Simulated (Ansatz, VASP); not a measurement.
# Re in VASP and in Ansatz

```
CELL_PARAMETERS angstrom
4.34041 0.00000 0.00000
-2.17020 3.75890 0.00000
0.00000 0.00000 2.71795
ATOMIC_POSITIONS crystal
Re 0.00000 0.00000 0.00000
Re 0.33333 0.66667 0.50000
Re 0.66667 0.33333 0.50000
```

Alike in both runs: functional PBEsol; k mesh 12 × 12 × 16; occupations gaussian, width 0.1 eV; no spin polarisation.

Ansatz relaxed the structure, and its values are those at the end. VASP's run is a single point on that final structure, the one shown.

```csv
,VASP,Ansatz
version,VASP 6.6.1,Ansatz 0.2.0
potentials or method,"VASP PAW PBE potentials, release 64 (Re), cutoff 520 eV","scalar-relativistic, plane waves, PAW"
valence electrons in the cell,21,45
```

|  | VASP | Ansatz | Ansatz less VASP |
| --- | --- | --- | --- |
| gap on the k mesh at the Fermi level (eV) | none | none | - |
| pressure (GPa) | -0.3 | 0.0 | +0.25 |

VASP's potentials were made for PBE, not for PBEsol. A gap of «none» marks a metal or a gap that the smearing closes. VASP's potentials hold 21 valence electrons a cell and Ansatz's 45, so a difference there can come from the potentials and not from the codes.

Spin-orbit coupling is off throughout.
